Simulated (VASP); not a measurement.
# Ti2C5: single point with PBE

Crystal: Ti2C5.

```xyz
7
Lattice="2.6978 0.0000 0.0000 -1.3489 2.3364 0.0000 0.0000 0.0000 10.6310" Properties=species:S:1:pos:R:3 pbc="T T T"
Ti    0.0000    1.5576    1.3013
Ti    1.3489    0.7788    9.3297
C     0.0000    0.0000    3.2282
C     1.3489    0.7788    3.1894
C     0.0000    0.0000    7.4028
C     0.0000    1.5576    7.4416
C     0.0000    0.0000    0.0000
```

```json
{
  "Program": "VASP 6.6.1",
  "Task": "single point",
  "Functional": "PBE",
  "Potentials or basis": "VASP PAW PBE potentials, release 64 (Ti_sv, C)",
  "Cutoff": "600 eV",
  "k mesh": "12 × 12 × 4",
  "Occupations": "gaussian, width 0.1 eV",
  "Spin": "no spin polarisation",
  "Dipole correction": "no",
  "Further INCAR settings": "ALGO = Normal; EDIFF = 1e-06; NBANDS = 31"
}
```

* Pressure: -0.1 GPa
* Largest force: 0.007 eV/Å
* Band gap on the k mesh: zero (bands 22 and 23 overlap by 1.06 eV)

Forces in eV/Å, atoms in the order of the input:
```
Ti   0.000  0.000  0.004
Ti   0.000  0.000 -0.004
C    0.000  0.000  0.005
C    0.000  0.000  0.007
C    0.000  0.000 -0.005
C    0.000  0.000 -0.007
C    0.000  0.000  0.000
```

Stress tensor (GPa, compression positive):
```
-0.12  0.00  0.00
 0.00 -0.12  0.00
 0.00  0.00  0.07
```

Levels at points of the mesh, in eV from the Fermi level:
| k point | band 20 | band 21 | band 22 | band 23 | band 24 | band 25 |
| --- | --- | --- | --- | --- | --- | --- |
| (0.00, 0.00, 0.00) | -1.56 | -1.56 | 0.68 | 0.68 | 1.69 | 1.69 |
| (0.50, 0.00, 0.00) | -3.21 | -1.99 | -0.66 | -0.35 | 0.63 | 2.41 |
| (0.00, 0.00, 0.50) | -1.56 | -1.56 | 0.68 | 0.68 | 1.69 | 1.69 |
| (0.50, 0.00, 0.50) | -3.24 | -1.99 | -0.61 | -0.38 | 0.61 | 2.43 |

Wall time 3.2 min on 1 thread of Intel(R) Xeon(R) Platinum 8259CL CPU @ 2.50GHz (Skylake/Cascade Lake), with other jobs on the host, peak memory 0.3 GiB.

Caveat: this functional lacks dispersion, which binds layers or chains, so the pressure and a relaxed spacing across them are unreliable.
